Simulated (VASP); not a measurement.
# MoS2 (R-3m) in VASP: single point with PBE

Aim: the single point of MoS2 with PBE.

Program: VASP 6.6.1. These are calculated values, not measurements. Logs are shortened: lines on timing, memory, paths and dates and some standing lists are left out, and cuts for length are marked.

### Step 1. The cell of the first run

Symmetry: R-3m, No. 166, trigonal system. Conventional cell: a = 3.171 Å, b = 3.171 Å, c = 18.345 Å, α = 90.00°, β = 90.00°, γ = 120.00°. Within 3.2 Å of Mo (site symmetry -3m) lie 6 S at 2.39 Å and 6 Mo at 3.17 Å. Within 3.2 Å of S (site symmetry 3m) lie 3 Mo at 2.39 Å and 6 S at 3.17 Å.

### Step 2. Single point, PBE

INCAR reads:

```
SYSTEM = MoS2
ALGO = Normal ; EDIFF = 1E-6
ENCUT = 520 ; GGA = PE
ISIF = 2 ; ISMEAR = 1
LASPH = .True. ; LCHARG = .True.
LELF = .True. ; LREAL = .False.
LVHAR = .True. ; LWAVE = .False.
NBANDS = 20 ; NELM = 60
PREC = Accurate ; SIGMA = 0.1
```

KPOINTS reads:

```
k-points
0
Gamma
  8 8 8
  0 0 0
```

POSCAR reads:

```
MoS2
1.0
    1.5855000000      0.9153890000      6.1149970000
   -1.5855000000      0.9153890000      6.1149970000
    0.0000000000     -1.8307780000      6.1149970000
Mo S
1 2
Direct
    0.0000000000      0.0000000000      0.0000000000
    0.7500000000      0.7500000000      0.7500000000
    0.2500000000      0.2500000000      0.2500000000
```

Potentials or basis: VASP PAW PBE potentials, release 64 (Mo_sv, S).

On the command line:

```
$ cat potpaw_PBE.64/Mo_sv/POTCAR potpaw_PBE.64/S/POTCAR > POTCAR
$ mpirun -np 1 vasp_std > vasp.out
```

OUTCAR:

```text
SYSTEM = MoS2
   EDIFF = 1E-6
   ENCUT = 520
   GGA = PE
   ISIF = 2
   ISMEAR = 1
   LASPH = .True.
   LREAL = .False.
   NELM = 60
   PREC = Accurate

 ion  position               nearest neighbor table
   1  0.000  0.000  0.000-   2 2.39   2 2.39   3 2.39   3 2.39   2 2.39   3 2.39
   2  0.750  0.750  0.750-   1 2.39   1 2.39   1 2.39
   3  0.250  0.250  0.250-   1 2.39   1 2.39   1 2.39

  LATTYP: Found a trigonal (rhomboedric) cell.
 ALAT       =     6.3831759792
 COS(alpha) =     0.8766074458

  Lattice vectors:

 A1 = (   1.5855000000,   0.9153890000,   6.1149970000)
 A2 = (  -1.5855000000,   0.9153890000,   6.1149970000)
 A3 = (   0.0000000000,  -1.8307780000,   6.1149970000)

Analysis of symmetry for initial positions (statically):
=====================================================================
 Subroutine PRICEL returns:
 Original cell was already a primitive cell.

 Routine SETGRP: Setting up the symmetry group for a
 trigonal (rhombohedral) supercell.

 Subroutine GETGRP returns: Found 12 space group operations
 (whereof 12 operations were pure point group operations)
 out of a pool of 12 trial point group operations.

The static configuration has the point symmetry D_3d.

Analysis of symmetry for dynamics (positions and initial velocities):
=====================================================================
 Subroutine PRICEL returns:
 Original cell was already a primitive cell.

 Routine SETGRP: Setting up the symmetry group for a
 trigonal (rhombohedral) supercell.

 Subroutine GETGRP returns: Found 12 space group operations
 (whereof 12 operations were pure point group operations)
 out of a pool of 12 trial point group operations.

The dynamic configuration has the point symmetry D_3d.

 Subroutine INISYM returns: Found 12 space group operations
 (whereof 12 operations are pure point group operations),
 and found     1 'primitive' translations

----------------------------------------------------------------------------------------

                                     Primitive cell

  volume of cell :      53.2500

  direct lattice vectors                    reciprocal lattice vectors
[... 81 lines left out ...]
   ISTART =      0    job   : 0-new  1-cont  2-samecut
   ICHARG =      2    charge: 1-file 2-atom 10-const
   ISPIN  =      1    spin polarized calculation?
   LNONCOLLINEAR =      F non collinear calculations
   LSORBIT =      F    spin-orbit coupling
   LASPH  =      T    aspherical Exc in radial PAW
   ENCUT  =  520.0 eV  38.22 Ry    6.18 a.u.  11.87 11.87 11.87*2*pi/ulx,y,z
   NELM   =     60;   NELMIN=  2; NELMDL= -5     # of ELM steps
   EDIFF  = 0.1E-05   stopping-criterion for ELM
   LREAL  =      F    real-space projection
   EDIFFG = 0.1E-04   stopping-criterion for IOM
   NSW    =      0    number of steps for IOM
   IBRION =     -1    ionic relax: 0-MD 1-quasi-New 2-CG
   NFREE  =      0    steps in history (QN), initial steepest desc. (CG)
   ISIF   =      2    stress and relaxation
   ISYM   =      2    0-nonsym 1-usesym 2-fastsym
   POTIM  = 0.5000    time-step for ionic-motion
   TEBEG  =    0.0;   TEEND  =   0.0 temperature during run
   PSTRESS=    0.0 pullay stress
   NELECT =      26.0000    total number of electrons
   NUPDOWN=      -1.0000    fix difference up-down
   EMIN   =  10.00;   EMAX   =-10.00  energy-range for DOS
   EFERMI =   0.00;   METHOD = LEGACY
   ISMEAR =     1;   SIGMA  =   0.10  broadening in eV -4-tet -1-fermi 0-gaus
   EFERMI_NEDOS =   21; number of points for ismear=-14 and -15
   IALGO  =     38    algorithm
   IMIX   =      4    mixing-type and parameters
     AMIX     =   0.40;   BMIX     =  1.00
     AMIX_MAG =   1.60;   BMIX_MAG =  1.00
  volume/ion in A,a.u.               =      17.75       119.78
  Fermi-wavevector in a.u.,A,eV,Ry     =   1.289118  2.436081 22.610518  1.661826
  Thomas-Fermi vector in A             =   2.421031
   LORBIT       =      0    0 simple, 1 ext, 2 COOP (PROOUT), +10 PAW based schemes
   GGA     = PE    functional components
   LHFCALC =     F    Hartree Fock is set to
   AEXX    =    0.0000 exact exchange contribution
   IVDW    =     0    specifies the selected vdW correction
   LEPSILON=     F    determine dielectric tensor
   LRPA    =     F    only Hartree local field effects (RPA)
 non-spin polarized calculation
 Methfessel and Paxton  Order N= 1 SIGMA  =   0.10
  energy-cutoff  :      520.00
  volume of cell :       53.25
 maximum number of plane-waves:      1447
   NGX = 23   NGY = 23   NGZ = 23

 number of electron      25.9999998 magnetization

 Free energy of the ion-electron system (eV)
  ---------------------------------------------------
  ext. energy  EPLUGINS =         0.00000000
  ---------------------------------------------------
  free energy    TOTEN  =       -20.92179138 eV

  energy without entropy =      -20.92167006  energy(sigma->0) =      -20.92175094

 E-fermi :   7.7846     XC(G=0): -10.8252

 val. band max:        7.7544070557   @ k =  -0.3750   0.3750   0.1250
 cond. band min:       7.8008101352   @ k =  -0.3750   0.2500   0.0000
 fundamental gap:      0.0464030795
 Fermi energy:         7.7845841172

 k-point     1 :       0.0000    0.0000    0.0000
  band No.  band energies     occupation
      1     -53.9901      2.00000
      2     -28.0615      2.00000
      3     -27.9882      2.00000
      4     -27.9882      2.00000
      5      -7.4060      2.00000
      6      -5.7736      2.00000
[... 541 lines left out ...]
     19      16.0276      0.00000
     20      16.9577      0.00000

 [... further k-points ...]

------------------------ aborting loop because EDIFF is reached ----------------------------------------

  FORCE on cell =-STRESS in cart. coord.  units (eV):
  Direction    XX          YY          ZZ          XY          YZ          ZX
  --------------------------------------------------------------------------------------
  -------------------------------------------------------------------------------------
  Total        2.1663420      2.1663427      3.4759757      0.0000000     -0.0000000      0.0000000
  in kB       65.1805734     65.1805945    104.5846333      0.0000000     -0.0000000      0.0000000
  external PRESSURE =      78.3152671 kB  Pullay stress =       0.0000000 kB

 VOLUME and BASIS-vectors are now :
 -----------------------------------------------------------------------------
  energy-cutoff  :      520.00
  volume of cell :       53.25
      direct lattice vectors                 reciprocal lattice vectors
     1.585500000  0.915389000  6.114997000     0.315357931  0.182071957  0.054510793
    -1.585500000  0.915389000  6.114997000    -0.315357931  0.182071957  0.054510793
     0.000000000 -1.830778000  6.114997000     0.000000000 -0.364143914  0.054510793

 POSITION                                       TOTAL-FORCE (eV/Angst)
 -----------------------------------------------------------------------------------
      0.00000      0.00000      0.00000         0.000000      0.000000     -0.000000
      0.00000      0.00000     13.75874        -0.000000     -0.000000      0.981171
      0.00000      0.00000      4.58625        -0.000000      0.000000     -0.981171
 -----------------------------------------------------------------------------------
    total drift:                               -0.000000      0.000000      0.000000

  FREE ENERGIE OF THE ION-ELECTRON SYSTEM (eV)
  ---------------------------------------------------
  free  energy   TOTEN  =       -20.9217913818 eV

  energy  without entropy=      -20.9216700617  energy(sigma->0) =      -20.92175094
```

stdout:

```text
POSCAR found type information on POSCAR MoS
 POSCAR found :  2 types and       3 ions
 scaLAPACK will be used
 LDA part: xc-table for (Slater+PW92), standard interpolation
 POSCAR, INCAR and KPOINTS ok, starting setup
 FFT: planning ... GRIDC
 FFT: planning ... GRID_SOFT
 FFT: planning ... GRID
 WAVECAR not read
 entering main loop
```

It took 3.3 min on 1 thread of Intel Xeon Platinum 8259CL at 2.50GHz (Skylake/Cascade Lake), shared host; peak memory 0.34 GiB.

Results:

```
Free energy            : -20.9218 eV
Pressure               : 7.8 GPa
Largest force          : 0.981 eV/Å
Band gap on the k mesh : zero (bands 13 and 14 overlap by 0.42 eV)
```

Forces on the atoms (eV/Å):
```
Mo   0.000  0.000  0.000
S    0.000  0.000  0.981
S    0.000  0.000 -0.981
```

Stress tensor (GPa, compression positive):
```
 6.52  0.00  0.00
 0.00  6.52  0.00
 0.00  0.00 10.46
```

Caveat: the cell stands under pressure.
